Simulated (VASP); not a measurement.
Input of a VASP 6.6.1 run:

INCAR

```
PREC     = Accurate       # precision mode
ENCUT    = 520            # plane-wave cutoff, eV
EDIFF    = 1E-6           # SCF threshold, eV
ISMEAR   = 0              # smearing method
SIGMA    = 0.1            # smearing width, eV
LREAL    = False          # projectors in reciprocal space
LASPH    = True           # aspherical terms in the spheres
NELM     = 80             # most SCF steps
ALGO     = Normal         # electronic algorithm
ISIF     = 2              # what is computed and relaxed
LWAVE    = False          # write WAVECAR
LCHARG   = False          # write CHGCAR
GGA      = PE             # functional
NBANDS   = 12             # bands
```

File KPOINTS:

```
regular mesh
0
Gamma
  18 18 18
```

File POSCAR:

```
Au
1.0
    0.0000000000      2.1461688402      2.1461688402
    2.1461688402      0.0000000000      2.1461688402
    2.1461688402      2.1461688402      0.0000000000
Au
1
Direct
    0.0000000000      0.0000000000      0.0000000000
```

Potentials or basis: VASP PAW PBE potentials, release 64 (Au).

The run is started by

```sh
$ cat potpaw_PBE.64/Au/POTCAR > POTCAR
$ mpirun -np 1 vasp_std > vasp.out
```

Q: Predict the pressure.

A: -10.2 GPa.
